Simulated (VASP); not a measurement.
# AlN (I-4m2) in VASP: a series of runs

Runs on AlN. Level: HSE06. Tasks: single point.

Program: VASP 6.6.1. These are calculated values, not measurements. Logs are shortened: lines on timing, memory, paths and dates and some standing lists are left out, and cuts for length are marked.

## 1. The cell of the first run

It takes space group I-4m2 (No. 119, tetragonal). Conventional cell: a = 3.090 Å, b = 3.090 Å, c = 4.457 Å, α = 90.00°, β = 90.00°, γ = 90.00°. Within 2.5 Å of Al (site symmetry -4m2) lie 4 N at 1.90 Å. N (site symmetry -4m2) has 4 Al at 1.90 Å within 2.5 Å.

## 2. Single point, HSE06 (uniaxial z strain +2.0%)

POSCAR reads:

```
AlN
1.0
    0.0000000000      2.1848764125      2.2285739407
    2.1848764125      0.0000000000      2.2285739407
    2.1848764125      2.1848764125      0.0000000000
Al N
1 1
Direct
    0.0000000000      0.0000000000      0.0000000000
    0.2500000000      0.2500000000      0.2500000000
```

INCAR.step1 reads:

```
PREC = Accurate
ENCUT = 520
EDIFF = 1E-5
ISMEAR = 0
SIGMA = 0.01
LREAL = False
LASPH = True
NELM = 60
ALGO = Normal
ISIF = 2
LWAVE = True
LCHARG = False
GGA = PE
NBANDS = 11
```

INCAR.step2 reads:

```
PREC = Accurate
ENCUT = 520
EDIFF = 1E-7
ISMEAR = 0
SIGMA = 0.01
LREAL = False
LASPH = True
NELM = 60
ALGO = Normal
ISIF = 2
LWAVE = False
LCHARG = False
GGA = PE
LHFCALC = True
HFSCREEN = 0.2079
PRECFOCK = Normal
ISTART = 1
NBANDS = 11
```

KPOINTS reads:

```
Automatic mesh
0
Gamma
  8 8 8
```

Potentials or basis: VASP PAW PBE potentials, release 64 (Al, N).

Command:

```
> cat potpaw_PBE.64/Al/POTCAR potpaw_PBE.64/N/POTCAR > POTCAR
> cp INCAR.step1 INCAR
> mpirun -np 1 vasp_std > vasp.out
> cp INCAR.step2 INCAR
> mpirun -np 1 vasp_std > vasp.out
```

OUTCAR:

```text
PREC = Accurate
   ENCUT = 520
   EDIFF = 1E-7
   ISMEAR = 0
   LREAL = False
   LASPH = True
   NELM = 60
   ISIF = 2
   GGA = PE
   LHFCALC = True
   HFSCREEN = 0.2079
   PRECFOCK = Normal
   ISTART = 1

 ion  position               nearest neighbor table
   1  0.000  0.000  0.000-   2 1.90   2 1.90   2 1.90   2 1.90
   2  0.250  0.250  0.250-   1 1.90   1 1.90   1 1.90   1 1.90

  LATTYP: Found a body centered tetragonal cell.
 ALAT       =     3.0898818547
 C/A-ratio  =     1.4424978336

  Lattice vectors:

 A1 = (  -2.1848764125,   0.0000000000,   2.2285739407)
 A2 = (   2.1848764125,   0.0000000000,   2.2285739407)
 A3 = (   0.0000000000,   2.1848764125,  -2.2285739407)

Analysis of symmetry for initial positions (statically):
=====================================================================
 Subroutine PRICEL returns:
 Original cell was already a primitive cell.

 Routine SETGRP: Setting up the symmetry group for a
 body centered tetragonal supercell.

 Subroutine GETGRP returns: Found  8 space group operations
 (whereof  8 operations were pure point group operations)
 out of a pool of 16 trial point group operations.

The static configuration has the point symmetry D_2d.

Analysis of symmetry for dynamics (positions and initial velocities):
=====================================================================
 Subroutine PRICEL returns:
 Original cell was already a primitive cell.

 Routine SETGRP: Setting up the symmetry group for a
 body centered tetragonal supercell.

 Subroutine GETGRP returns: Found  8 space group operations
 (whereof  8 operations were pure point group operations)
 out of a pool of 16 trial point group operations.

The dynamic configuration has the point symmetry D_2d.

 Subroutine INISYM returns: Found  8 space group operations
 (whereof  8 operations are pure point group operations),
 and found     1 'primitive' translations

----------------------------------------------------------------------------------------

                                     Primitive cell

  volume of cell :      21.2770

  direct lattice vectors                    reciprocal lattice vectors
     0.000000000  2.184876412  2.228573941    -0.228845896  0.228845896  0.224358721
     2.184876412  0.000000000  2.228573941     0.228845896 -0.228845896  0.224358721
[... 94 lines left out ...]
   TEBEG  =    0.0;   TEEND  =   0.0 temperature during run
   PSTRESS=    0.0 pullay stress
   NELECT =       8.0000    total number of electrons
   NUPDOWN=      -1.0000    fix difference up-down
   EMIN   =  10.00;   EMAX   =-10.00  energy-range for DOS
   EFERMI =   0.00;   METHOD = LEGACY
   ISMEAR =     0;   SIGMA  =   0.01  broadening in eV -4-tet -1-fermi 0-gaus
   EFERMI_NEDOS =   21; number of points for ismear=-14 and -15
   IALGO  =     38    algorithm
   IMIX   =      1    mixing-type and parameters
     AMIX     =   0.40;   BMIX     =  1.00
     AMIX_MAG =   1.60;   BMIX_MAG =  1.00
  volume/ion in A,a.u.               =      10.64        71.79
  Fermi-wavevector in a.u.,A,eV,Ry     =   1.181593  2.232887 18.995936  1.396162
  Thomas-Fermi vector in A             =   2.317863
   LORBIT       =      0    0 simple, 1 ext, 2 COOP (PROOUT), +10 PAW based schemes
   GGA     = PE    functional components
   LHFCALC =     T    Hartree Fock is set to
   PRECFOCK=normal    Normal, Fast or Accurate (Low or Medium for compatibility)
   ENCUT4O =  -1.0   cutoff for four orbital integrals eV
   NKREDX  =     1    reduce k-point grid by
   NKREDY  =     1    reduce k-point grid by
   NKREDZ  =     1    reduce k-point grid by
   AEXX    =    0.2500 exact exchange contribution
   HFSCREEN=    0.2079 screening length (either q_TF or 0.3 A-1)
   HFSCREENC=   0.2079 screening length for correlation (either q_TF or 0.3 A-1)
   ENCUTFOCK=  -1.0 apply spherical cutoff to Coloumb kernel
   IVDW    =     0    specifies the selected vdW correction
   LEPSILON=     F    determine dielectric tensor
   LRPA    =     F    only Hartree local field effects (RPA)
 non-spin polarized calculation
 Gauss-broadening in eV      SIGMA  =   0.01
  energy-cutoff  :      520.00
  volume of cell :       21.28
 maximum number of plane-waves:       588
  NGX = 18; NGY = 18; NGZ = 18

 number of electron       8.0000001 magnetization

 Free energy of the ion-electron system (eV)
  ---------------------------------------------------
  ext. energy  EPLUGINS =         0.00000000
  ---------------------------------------------------
  free energy    TOTEN  =       -17.38633896 eV

  energy without entropy =      -17.38633896  energy(sigma->0) =      -17.38633896

 E-fermi :   5.0136     XC(G=0):  -8.9432

 val. band max:        4.8880421798   @ k =   0.0000   0.0000   0.0000
 cond. band min:       9.3613587454   @ k =   0.5000   0.0000   0.5000
 fundamental gap:      4.4733165655
 Fermi energy:         5.0136446723

 k-point     1 :       0.0000    0.0000    0.0000
  band No.  band energies     occupation
      1     -11.4941      2.00000
      2       4.8007      2.00000
      3       4.8880      2.00000
      4       4.8880      2.00000
      5      10.2021      0.00000
      6      18.8705      0.00000
      7      18.8705      0.00000
      8      18.8928      0.00000
      9      23.9098      0.00000
     10      24.6002      0.00000
     11      25.1251      0.00000
[... 309 lines left out ...]
 k-point    24 :       0.3750    0.0000    0.1250
  band No.  band energies     occupation
      1      -9.8848      2.00000
      2       0.1160      2.00000
      3       3.9514      2.00000
      4       4.0561      2.00000
      5      13.3055      0.00000
      6      16.1396      0.00000
      7      18.0050      0.00000
      8      18.7790      0.00000
      9      22.1723      0.00000
     10      25.6395      0.00000
     11      26.1140      0.00000

 [... further k-points ...]
[... 5 lines left out ...]
  --------------------------------------------------------------------------------------
  -------------------------------------------------------------------------------------
  Total       -0.5072261     -0.5072261     -0.9146812      0.0000000     -0.0000000      0.0000000
  in kB      -38.1945451    -38.1945451    -68.8762564      0.0000000     -0.0000000      0.0000000
  external PRESSURE =     -48.4217822 kB  Pullay stress =       0.0000000 kB

 VOLUME and BASIS-vectors are now :
 -----------------------------------------------------------------------------
  energy-cutoff  :      520.00
  volume of cell :       21.28
      direct lattice vectors                 reciprocal lattice vectors
     0.000000000  2.184876412  2.228573941    -0.228845896  0.228845896  0.224358721
     2.184876412  0.000000000  2.228573941     0.228845896 -0.228845896  0.224358721
     2.184876412  2.184876412  0.000000000     0.228845896  0.228845896 -0.224358721

 POSITION                                       TOTAL-FORCE (eV/Angst)
 -----------------------------------------------------------------------------------
      0.00000      0.00000      0.00000        -0.000000     -0.000000      0.000000
      1.09244      1.09244      1.11429         0.000000      0.000000     -0.000000
 -----------------------------------------------------------------------------------
    total drift:                                0.000000      0.000000      0.000000

  FREE ENERGIE OF THE ION-ELECTRON SYSTEM (eV)
  ---------------------------------------------------
  free  energy   TOTEN  =       -17.3863389587 eV

  energy  without entropy=      -17.3863389587  energy(sigma->0) =      -17.38633896
```

OSZICAR.step1:

```text
N       E                     dE             d eps       ncg     rms          rms(c)
DAV:   1     0.110921174859E+02    0.11092E+02   -0.38341E+03  1338   0.601E+02
DAV:   2    -0.162398739416E+02   -0.27332E+02   -0.25968E+02  1574   0.137E+02
DAV:   3    -0.171805784307E+02   -0.94070E+00   -0.93949E+00  1592   0.237E+01
DAV:   4    -0.171856081920E+02   -0.50298E-02   -0.50295E-02  1499   0.192E+00
DAV:   5    -0.171856686485E+02   -0.60456E-04   -0.60456E-04  1574   0.205E-01    0.853E+00
DAV:   6    -0.148537149329E+02    0.23320E+01   -0.11930E+01  1532   0.172E+01    0.281E+00
DAV:   7    -0.148513745500E+02    0.23404E-02   -0.15884E-01  1454   0.318E+00    0.203E+00
DAV:   8    -0.148462291151E+02    0.51454E-02   -0.28673E-02  1424   0.160E+00    0.586E-01
DAV:   9    -0.148447834257E+02    0.14457E-02   -0.40817E-03  1577   0.380E-01    0.233E-01
DAV:  10    -0.148448314179E+02   -0.47992E-04   -0.43763E-04  1424   0.134E-01    0.169E-02
DAV:  11    -0.148448424085E+02   -0.10991E-04   -0.11556E-05  1517   0.253E-02    0.167E-02
DAV:  12    -0.148448422171E+02    0.19140E-06   -0.58778E-07   742   0.572E-03
   1 F= -.14844842E+02 E0= -.14844842E+02  d E =-.912308E-86
```

Run time: 46 min. Hardware: 1 thread of AMD EPYC 7R13 (Zen 3), shared host; peak memory 0.24 GiB.

Results:

| Property | Result |
| --- | --- |
| Free energy | -17.3863 eV |
| Pressure | -4.8 GPa |
| Band gap on the k mesh | 4.47 eV (least direct gap 5.31 eV) |

Caveat: the cell differs from its parent crystal (uniaxial z strain +2.0%); the cell stands under tension; the structure was generated, so it needn't be the stable form of AlN; the PAW data sets were made with another functional, which shifts forces and pressure a little. A k mesh can miss the band edges.

## 3. Single point, HSE06 (uniaxial z strain -2.0%)

POSCAR reads:

```
AlN
1.0
    0.0000000000      2.1848764125      2.1411788842
    2.1848764125      0.0000000000      2.1411788842
    2.1848764125      2.1848764125      0.0000000000
Al N
1 1
Direct
    0.0000000000      0.0000000000      0.0000000000
    0.2500000000      0.2500000000      0.2500000000
```

INCAR.step1 reads:

```
ALGO     = Normal         # electronic algorithm
EDIFF    = 1E-5           # SCF threshold, eV
ENCUT    = 520            # plane-wave cutoff, eV
GGA      = PE             # functional
ISIF     = 2              # what is computed and relaxed
ISMEAR   = 0              # smearing method
LASPH    = T              # aspherical terms in the spheres
LCHARG   = F              # write CHGCAR
LREAL    = F              # projectors in reciprocal space
LWAVE    = T              # write WAVECAR
NBANDS   = 11             # bands
NELM     = 100            # most SCF steps
PREC     = Accurate       # precision mode
SIGMA    = 0.01           # smearing width, eV
```

INCAR.step2 reads:

```
ALGO     = Normal         # electronic algorithm
EDIFF    = 1E-6           # SCF threshold, eV
ENCUT    = 520            # plane-wave cutoff, eV
GGA      = PE             # functional
HFSCREEN = 0.2079         # screening, 1/A
ISIF     = 2              # what is computed and relaxed
ISMEAR   = 0              # smearing method
ISTART   = 1            
LASPH    = T              # aspherical terms in the spheres
LCHARG   = F              # write CHGCAR
LHFCALC  = T              # exact exchange
LREAL    = F              # projectors in reciprocal space
LWAVE    = F              # write WAVECAR
NBANDS   = 11             # bands
NELM     = 100            # most SCF steps
PREC     = Accurate       # precision mode
PRECFOCK = Normal       
SIGMA    = 0.01           # smearing width, eV
```

KPOINTS reads:

```
k-points
0
Gamma
  8 8 8
```

Potentials or basis: VASP PAW PBE potentials, release 64 (Al, N).

Command:

```
> cat potpaw_PBE.64/Al/POTCAR potpaw_PBE.64/N/POTCAR > POTCAR
> cp INCAR.step1 INCAR
> mpirun -np 1 vasp_std > vasp.out
> cp INCAR.step2 INCAR
> mpirun -np 1 vasp_std > vasp.out
```

OUTCAR:

```text
EDIFF = 1E-6
   ENCUT = 520
   GGA = PE
   HFSCREEN = 0.2079
   ISIF = 2
   ISMEAR = 0
   ISTART = 1
   LASPH = T
   LHFCALC = T
   LREAL = F
   NELM = 100
   PREC = Accurate
   PRECFOCK = Normal

 ion  position               nearest neighbor table
   1  0.000  0.000  0.000-   2 1.88   2 1.88   2 1.88   2 1.88
   2  0.250  0.250  0.250-   1 1.88   1 1.88   1 1.88   1 1.88

  LATTYP: Found a body centered tetragonal cell.
 ALAT       =     3.0898818547
[... 524 lines left out ...]
      4       4.4533      2.00000
      5      13.9977      0.00000
      6      16.6668      0.00000
      7      18.7478      0.00000
      8      19.6716      0.00000
      9      23.0792      0.00000
     10      26.4526      0.00000
     11      26.9490      0.00000

 [... further k-points ...]
[... 5 lines left out ...]
  --------------------------------------------------------------------------------------
  -------------------------------------------------------------------------------------
  Total        0.3430231      0.3430231      0.6840868      0.0000000     -0.0000000     -0.0000000
  in kB       26.8842061     26.8842061     53.6148522      0.0000000     -0.0000000     -0.0000000
  external PRESSURE =      35.7944215 kB  Pullay stress =       0.0000000 kB

 VOLUME and BASIS-vectors are now :
 -----------------------------------------------------------------------------
  energy-cutoff  :      520.00
  volume of cell :       20.44
      direct lattice vectors                 reciprocal lattice vectors
     0.000000000  2.184876412  2.141178884    -0.228845896  0.228845896  0.233516220
     2.184876412  0.000000000  2.141178884     0.228845896 -0.228845896  0.233516220
     2.184876412  2.184876412  0.000000000     0.228845896  0.228845896 -0.233516220

 POSITION                                       TOTAL-FORCE (eV/Angst)
 -----------------------------------------------------------------------------------
      0.00000      0.00000      0.00000         0.000000      0.000000      0.000000
      1.09244      1.09244      1.07059        -0.000000     -0.000000      0.000000
 -----------------------------------------------------------------------------------
    total drift:                               -0.000000     -0.000000     -0.000001

  FREE ENERGIE OF THE ION-ELECTRON SYSTEM (eV)
  ---------------------------------------------------
  free  energy   TOTEN  =       -17.3899760719 eV

  energy  without entropy=      -17.3899760719  energy(sigma->0) =      -17.38997607
```

OUTCAR.step1:

```text
EDIFF = 1E-5
   ENCUT = 520
   GGA = PE
   ISIF = 2
   ISMEAR = 0
[... 558 lines left out ...]
 -----------------------------------------------------------------------------------
      0.00000      0.00000      0.00000        -0.000000     -0.000000      0.000000
      1.09244      1.09244      1.07059         0.000000      0.000000      0.000000
 -----------------------------------------------------------------------------------
    total drift:                                0.000000      0.000000      0.000000

  FREE ENERGIE OF THE ION-ELECTRON SYSTEM (eV)
  ---------------------------------------------------
  free  energy   TOTEN  =       -14.8217182275 eV

  energy  without entropy=      -14.8217182275  energy(sigma->0) =      -14.82171823
```

OSZICAR.step1:

```text
N       E                     dE             d eps       ncg     rms          rms(c)
DAV:   1     0.121021175386E+02    0.12102E+02   -0.38766E+03  1306   0.603E+02
DAV:   2    -0.162987365089E+02   -0.28401E+02   -0.27326E+02  1539   0.141E+02
DAV:   3    -0.172340134302E+02   -0.93528E+00   -0.93386E+00  1623   0.241E+01
DAV:   4    -0.172387869326E+02   -0.47735E-02   -0.47730E-02  1487   0.189E+00
DAV:   5    -0.172388422502E+02   -0.55318E-04   -0.55317E-04  1586   0.198E-01    0.872E+00
DAV:   6    -0.148336619274E+02    0.24052E+01   -0.11792E+01  1532   0.173E+01    0.285E+00
DAV:   7    -0.148281618373E+02    0.55001E-02   -0.17950E-01  1475   0.327E+00    0.208E+00
DAV:   8    -0.148229848488E+02    0.51770E-02   -0.26948E-02  1439   0.156E+00    0.572E-01
DAV:   9    -0.148216607330E+02    0.13241E-02   -0.37561E-03  1559   0.365E-01    0.232E-01
DAV:  10    -0.148217053613E+02   -0.44628E-04   -0.38013E-04  1427   0.126E-01    0.232E-02
DAV:  11    -0.148217182679E+02   -0.12907E-04   -0.12362E-05  1505   0.264E-02    0.153E-02
DAV:  12    -0.148217182275E+02    0.40404E-07   -0.27519E-07   760   0.421E-03
   1 F= -.14821718E+02 E0= -.14821718E+02  d E =-.260683E-49
```

It took 1.6 h on 1 thread of Oxide Virtual Turin-like, shared host; peak memory 0.23 GiB.

Results:

```
Free energy            : -17.3900 eV
Pressure               : 3.6 GPa
Band gap on the k mesh : 4.45 eV (least direct gap 5.68 eV)
```

Caveat: the cell differs from its parent crystal (uniaxial z strain -2.0%); the cell stands under pressure; the structure was generated, so it needn't be the stable form of AlN; the PAW data sets were made with another functional, which shifts forces and pressure a little. A k mesh can miss the band edges.
